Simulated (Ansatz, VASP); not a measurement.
This is a calculation of Cu for VASP 6.6.1.

The input INCAR:

```
PREC = Accurate ; ENCUT = 520
EDIFF = 1E-7 ; ISMEAR = -1
SIGMA = 0.05 ; LREAL = False
LASPH = True ; NELM = 100
ALGO = Normal ; ISIF = 2
LWAVE = False ; LCHARG = False
GGA = CA ; NBANDS = 30
```

The input KPOINTS:

```
regular mesh
0
Gamma
  12 12 4
```

The input POSCAR:

```
Cu
1.0
    2.5640673725      0.0000000000      0.0000000000
   -1.2820336863      2.2205474816      0.0000000000
    0.0000000000      0.0000000000      8.3705356409
Cu
4
Direct
    0.6666666667      0.3333333333      0.7500000000
    0.0000000000      0.0000000000      0.5000000000
    0.3333333333      0.6666666667      0.2500000000
    0.0000000000      0.0000000000      0.0000000000
```

Potentials or basis: VASP PAW LDA potentials, release 64 (Cu).

Launch:

```console
$ cat potpaw_LDA.64/Cu/POTCAR > POTCAR
$ mpirun -np 1 vasp_std > vasp.out
```

Q: Translate it to Ansatz 0.2.0. Potentials there: Ansatz PAW.

A: As run (the cutoff follows the program's own potentials):

input.yaml

```yaml
crystal:
  lattice:
    - [2.5640673725, 0.0, 0.0]
    - [-1.2820336863, 2.2205474816, 0.0]
    - [0.0, 0.0, 8.3705356409]
  atoms:
    - { symbol: Cu, position: [0.6666666667, 0.3333333333, 0.75] }
    - { symbol: Cu, position: [0.0, 0.0, 0.5] }
    - { symbol: Cu, position: [0.3333333333, 0.6666666667, 0.25] }
    - { symbol: Cu, position: [0.0, 0.0, 0.0] }
hamiltonian:
  xc: lda
  pseudopotentials: { kind: paw }
kpoints:
  mp_grid: { grid: [12, 12, 4] }
scf:
  occupations: { method: fermi_dirac, width: 0.05 }
output:
  forces: true
  stress: true
  eigenvalues: true
```

Potentials or basis: Ansatz PAW.

Launch:

```bash
$ ansatz run input.yaml --threads 2 --pin off --max-ram 5632MiB --backend cpu --events-out ev --progress --plain --runs-dir out
```

Both were run:

|  | VASP | Ansatz | Ansatz less VASP |
| --- | --- | --- | --- |
| gap on the k mesh at the Fermi level (eV) | none | none | - |
| pressure (GPa) | -12.6 | -13.4 | -0.78 |
| traceless stress, the component that is largest in VASP (GPa) | -0.42 | -0.36 | +0.053 |

LDA's correlation is that of Perdew and Zunger in VASP and of Perdew and Wang (1992) in Ansatz. A gap of «none» marks a metal or a gap that the smearing closes. VASP's potentials hold 44 valence electrons a cell and Ansatz's 76, so a difference there can come from the potentials and not from the codes.
